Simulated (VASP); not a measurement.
Runs of VASP 6.6.1 on H. The structure is that of space group P6_3/mmc (No. 194), or close to it. The cells are those of the table. 

| cell | gap on the mesh (eV) | pressure (GPa) | largest force (eV/Å) |
| --- | --- | --- | --- |
| a = 3.614, b = 3.614, c = 5.699 Å, angles 90.0, 90.0, 120.0°, 4 atoms | 7.80 | -3.3 | 2.30 |
| a = 3.519, b = 3.519, c = 6.011 Å, angles 90.0, 90.0, 120.0°, 4 atoms | (a) | -4.6 | 3.08 |
| a = 3.720, b = 3.720, c = 5.378 Å, angles 90.0, 90.0, 120.0°, 4 atoms | 8.55 | -1.7 | (b) |
| a = 4.054, b = 4.054, c = 4.528 Å, angles 90.0, 90.0, 120.0°, 4 atoms | 10.26 | 4.2 | 3.89 |
| a = 3.778, b = 3.778, c = 5.214 Å, angles 90.0, 90.0, 120.0°, 4 atoms | 8.96 | -0.8 | 0.52 |
| a = 4.137, b = 4.137, c = 4.349 Å, angles 90.0, 90.0, 120.0°, 4 atoms | 10.46 | 5.9 | 5.63 |
| a = 3.893, b = 3.893, c = 4.911 Å, angles 90.0, 90.0, 120.0°, 4 atoms | 9.79 | 1.2 | 1.07 |
| a = 3.948, b = 3.948, c = 4.774 Å, angles 90.0, 90.0, 120.0°, 4 atoms | 10.03 | 2.2 | (c) |

Alike in all rows: task single point; level PBE; potentials or basis VASP PAW PBE potentials, release 64 (H); no spin polarisation; k mesh 9 × 9 × 6; cutoff (eV) 520; smearing gaussian 0.05 eV.

**Question.** Fill in the values left out.

**Answer.** (a) 7.11; (b) 1.22; (c) 1.96.

Caveats: forces of over 1 eV/Å act on the atoms, so gaps and moduli don't describe the material at rest (some runs).

A k mesh can miss the band edges.
